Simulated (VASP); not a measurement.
# ZnS (R3m) in VASP: notebook, part 2 of 2

VASP 6.6.1. The steps go on from the part before.

### 4 Electric field gradients, PBE (equal xy, yz and zx shear strains of +3 %)

Contents of INCAR:

```
PREC = Accurate
ENCUT = 520
EDIFF = 1E-8
ISMEAR = -1
SIGMA = 0.01
LREAL = F
LASPH = T
NELM = 100
ALGO = Normal
ISIF = 2
LWAVE = F
LCHARG = F
GGA = PE
LEFG = T
NBANDS = 16
```

Contents of KPOINTS:

```
regular mesh
0
Gamma
  8 8 8
```

Contents of POSCAR:

```
ZnS
1.0
    0.0811395000      2.7452197500      2.7452197500
    2.7452197500      0.0811395000      2.7452197500
    2.7452197500      2.7452197500      0.0811395000
Zn S
1 1
Direct
    0.0000000000      0.0000000000      0.0000000000
    0.7500000000      0.7500000000      0.7500000000
```

Potentials or basis: VASP PAW PBE potentials, release 64 (Zn, S).

Run with:

```console
> cat potpaw_PBE.64/Zn/POTCAR potpaw_PBE.64/S/POTCAR > POTCAR
> mpirun -np 1 vasp_std > vasp.out
```

OUTCAR:

```text
PREC = Accurate
   ENCUT = 520
   EDIFF = 1E-8
   ISMEAR = -1
   LREAL = F
   LASPH = T
   NELM = 100
   ISIF = 2
   GGA = PE

 ion  position               nearest neighbor table
   1  0.000  0.000  0.000-   2 2.32   2 2.32   2 2.32   2 2.41
   2  0.750  0.750  0.750-   1 2.32   1 2.32   1 2.32   1 2.41

  LATTYP: Found a trigonal (rhomboedric) cell.
 ALAT       =     3.8831748055
 COS(alpha) =     0.5293254421

  Lattice vectors:

 A1 = (   0.0811395000,   2.7452197500,   2.7452197500)
 A2 = (   2.7452197500,   0.0811395000,   2.7452197500)
[... 669 lines left out ...]
  free  energy   TOTEN  =        -6.8262582801 eV

  energy  without entropy=       -6.8262582801  energy(sigma->0) =       -6.82625828

 Electric field gradients (V/A^2)
---------------------------------------------------------------------
 ion       V_xx      V_yy      V_zz      V_xy      V_xz      V_yz
---------------------------------------------------------------------
   1      -0.000    -0.000     0.000     9.225     9.225     9.225
   2      -0.000    -0.000    -0.000     4.622     4.622     4.622
---------------------------------------------------------------------

 Electric field gradients after diagonalization (V/A^2)
 (convention: |V_zz| > |V_xx| > |V_yy|)
----------------------------------------------------------------------
 ion       V_xx      V_yy      V_zz     asymmetry (V_yy - V_xx)/ V_zz
----------------------------------------------------------------------
   1      -9.225    -9.225    18.449       0.000
   2      -4.622    -4.622     9.243       0.000
----------------------------------------------------------------------

           NMR quadrupolar parameters

 Cq : quadrupolar parameter    Cq=e*Q*V_zz/h
 eta: asymmetry parameters     (V_yy - V_xx)/ V_zz
 Q  : nuclear electric quadrupole moment in mb (millibarn)
----------------------------------------------------------------------
 ion       Cq(MHz)       eta       Q (mb)
----------------------------------------------------------------------
   1       0.045       0.000       1.000
   2       0.022       0.000       1.000
----------------------------------------------------------------------
```

OSZICAR:

```text
N       E                     dE             d eps       ncg     rms          rms(c)
DAV:   1     0.877338901129E+02    0.87734E+02   -0.88876E+03  2096   0.134E+03
DAV:   2    -0.157149709841E+01   -0.89305E+02   -0.83288E+02  2360   0.256E+02
DAV:   3    -0.719915680849E+01   -0.56277E+01   -0.56035E+01  2600   0.631E+01
DAV:   4    -0.725747748834E+01   -0.58321E-01   -0.58308E-01  2528   0.663E+00
DAV:   5    -0.725816602085E+01   -0.68853E-03   -0.68851E-03  2648   0.696E-01    0.690E+00
DAV:   6    -0.684736415097E+01    0.41080E+00   -0.74065E-01  3160   0.301E+01    0.539E+00
DAV:   7    -0.682659082870E+01    0.20773E-01   -0.25169E-01  2544   0.452E+00    0.272E+00
DAV:   8    -0.682585878559E+01    0.73204E-03   -0.53159E-03  2640   0.889E-01    0.700E-01
DAV:   9    -0.682609527507E+01   -0.23649E-03   -0.12717E-03  2560   0.284E-01    0.973E-02
DAV:  10    -0.682626574014E+01   -0.17047E-03   -0.23214E-04  2552   0.125E-01    0.440E-02
DAV:  11    -0.682625730524E+01    0.84349E-05   -0.33104E-05  2432   0.662E-02    0.998E-03
DAV:  12    -0.682625810570E+01   -0.80045E-06   -0.41325E-06  2744   0.214E-02    0.436E-03
DAV:  13    -0.682625826394E+01   -0.15825E-06   -0.75164E-07  2624   0.773E-03    0.252E-03
DAV:  14    -0.682625827702E+01   -0.13075E-07   -0.89496E-08  2776   0.225E-03    0.897E-04
DAV:  15    -0.682625828009E+01   -0.30714E-08   -0.56225E-09  2168   0.149E-03
   1 F= -.68262583E+01 E0= -.68262583E+01  d E =-.110919E-14
```

stdout:

```text
POSCAR found type information on POSCAR ZnS
 POSCAR found :  2 types and       2 ions
 scaLAPACK will be used
 LDA part: xc-table for (Slater+PW92), standard interpolation
 POSCAR, INCAR and KPOINTS ok, starting setup
 FFT: planning ... GRIDC
 FFT: planning ... GRID_SOFT
 FFT: planning ... GRID
 WAVECAR not read
 entering main loop
ion   1

ion   2
```

Wall time 75 s (1 thread of Intel Xeon 8259CL, shared host); peak memory 0.19 GiB.

Results:

| Quantity | Value |
| --- | --- |
| Free energy | -6.8263 eV |
| Pressure | 1.8 GPa |
| Largest force | 0.242 eV/Å |
| Band gap on the k mesh | 2.02 eV |
| Largest electric field gradient by atom | Zn +18.4; S +9.2 V/Å² |

Forces on the atoms (eV/Å):
```
Zn  -0.140 -0.140 -0.140
S    0.140  0.140  0.140
```

Electric field gradients, principal values (V/Å²):
```tsv
atom	least	middle	greatest (by size)
1 Zn	-9.225	-9.225	18.449
2 S	-4.622	-4.622	9.243
```

Caveat: the cell differs from its parent crystal (equal xy, yz and zx shear strains of +3 %); without QUAD_EFG the Cq values of the log hold for a quadrupole moment of 1 mb, not for the nuclei.

### 5 Electric field gradients, PBE (equal xy, yz and zx shear strains of +3 %)

Contents of INCAR:

```
SYSTEM = ZnS
  PREC = Accurate
  ENCUT = 520
  EDIFF = 1E-8
  ISMEAR = -1
  SIGMA = 0.01
  LREAL = .FALSE.
  LASPH = .TRUE.
  NELM = 80
  ALGO = Normal
  ISIF = 2
  LWAVE = .FALSE.
  LCHARG = .FALSE.
  GGA = PE
  LEFG = .TRUE.
  NBANDS = 16
```

Contents of KPOINTS:

```
regular mesh
0
G
  8 8 8
  0 0 0
```

POSCAR is that of step 4.

Potentials or basis: VASP PAW PBE potentials, release 64 (Zn, S).

Run with:

```console
> cat potpaw_PBE.64/Zn/POTCAR potpaw_PBE.64/S/POTCAR > POTCAR
> mpirun -np 1 vasp_std > vasp.out
```

OUTCAR:

```text
SYSTEM = ZnS
   PREC = Accurate
   ENCUT = 520
   EDIFF = 1E-8
   ISMEAR = -1
   LREAL = .FALSE.
   LASPH = .TRUE.
   NELM = 80
   ISIF = 2
   GGA = PE

 ion  position               nearest neighbor table
   1  0.000  0.000  0.000-   2 2.32   2 2.32   2 2.32   2 2.41
   2  0.750  0.750  0.750-   1 2.32   1 2.32   1 2.32   1 2.41

  LATTYP: Found a trigonal (rhomboedric) cell.
 ALAT       =     3.8831748055
 COS(alpha) =     0.5293254421

  Lattice vectors:

[... 668 lines left out ...]

  FREE ENERGIE OF THE ION-ELECTRON SYSTEM (eV)
  ---------------------------------------------------
  free  energy   TOTEN  =        -6.8262582801 eV

  energy  without entropy=       -6.8262582801  energy(sigma->0) =       -6.82625828

 Electric field gradients (V/A^2)
---------------------------------------------------------------------
 ion       V_xx      V_yy      V_zz      V_xy      V_xz      V_yz
---------------------------------------------------------------------
   1      -0.000    -0.000     0.000     9.225     9.225     9.225
   2      -0.000    -0.000    -0.000     4.622     4.622     4.622
---------------------------------------------------------------------

 Electric field gradients after diagonalization (V/A^2)
 (convention: |V_zz| > |V_xx| > |V_yy|)
----------------------------------------------------------------------
 ion       V_xx      V_yy      V_zz     asymmetry (V_yy - V_xx)/ V_zz
----------------------------------------------------------------------
   1      -9.225    -9.225    18.449       0.000
   2      -4.622    -4.622     9.243       0.000
----------------------------------------------------------------------

           NMR quadrupolar parameters

 Cq : quadrupolar parameter    Cq=e*Q*V_zz/h
 eta: asymmetry parameters     (V_yy - V_xx)/ V_zz
 Q  : nuclear electric quadrupole moment in mb (millibarn)
----------------------------------------------------------------------
 ion       Cq(MHz)       eta       Q (mb)
----------------------------------------------------------------------
   1       0.045       0.000       1.000
   2       0.022       0.000       1.000
----------------------------------------------------------------------
```

stdout:

```text
POSCAR found type information on POSCAR ZnS
 POSCAR found :  2 types and       2 ions
 scaLAPACK will be used
 LDA part: xc-table for (Slater+PW92), standard interpolation
 POSCAR, INCAR and KPOINTS ok, starting setup
 FFT: planning ... GRIDC
 FFT: planning ... GRID_SOFT
 FFT: planning ... GRID
 WAVECAR not read
 entering main loop
ion   1

ion   2
```

Wall time 75 s (1 thread of Intel Xeon 8259CL, shared host); peak memory 0.19 GiB.

Results:

* Free energy: -6.8263 eV
* Pressure: 1.8 GPa
* Largest force: 0.242 eV/Å
* Band gap on the k mesh: 2.02 eV
* Largest electric field gradient by atom: Zn +18.4; S +9.2 V/Å²

Forces in eV/Å, atoms in the order of the input:
```
Zn  -0.140 -0.140 -0.140
S    0.140  0.140  0.140
```

Stress tensor (GPa, compression positive):
```
 1.83 -1.94 -1.94
-1.94  1.83 -1.94
-1.94 -1.94  1.83
```

Levels at points of the mesh, in eV from the valence-band top:
| k point | band 5 | band 6 | band 7 | band 8 | band 9 | band 10 | band 11 | band 12 | band 13 | band 14 |
| --- | --- | --- | --- | --- | --- | --- | --- | --- | --- | --- |
| (0.00, 0.00, 0.00) | -5.90 | -5.90 | -0.18 | 0.00 | 0.00 | 2.02 | 5.98 | 6.55 | 6.55 | 11.72 |
| (0.50, 0.00, 0.00) | -5.86 | -5.68 | -5.34 | -1.00 | -0.95 | 3.15 | 6.61 | 7.02 | 8.84 | 12.06 |
| (0.50, 0.50, 0.00) | -5.82 | -5.68 | -4.61 | -2.40 | -2.13 | 3.31 | 4.07 | 10.74 | 11.90 | 12.00 |
| (0.50, 0.50, 0.50) | -5.87 | -5.75 | -5.29 | -0.75 | -0.75 | 3.52 | 7.06 | 7.06 | 8.63 | 12.22 |

Electric field gradients, principal values (V/Å²):
```csv
atom,least,middle,greatest (by size)
1 Zn,-9.225,-9.225,18.449
2 S,-4.622,-4.622,9.243
```

Caveat: the cell differs from its parent crystal (equal xy, yz and zx shear strains of +3 %); without QUAD_EFG the Cq values of the log hold for a quadrupole moment of 1 mb, not for the nuclei.
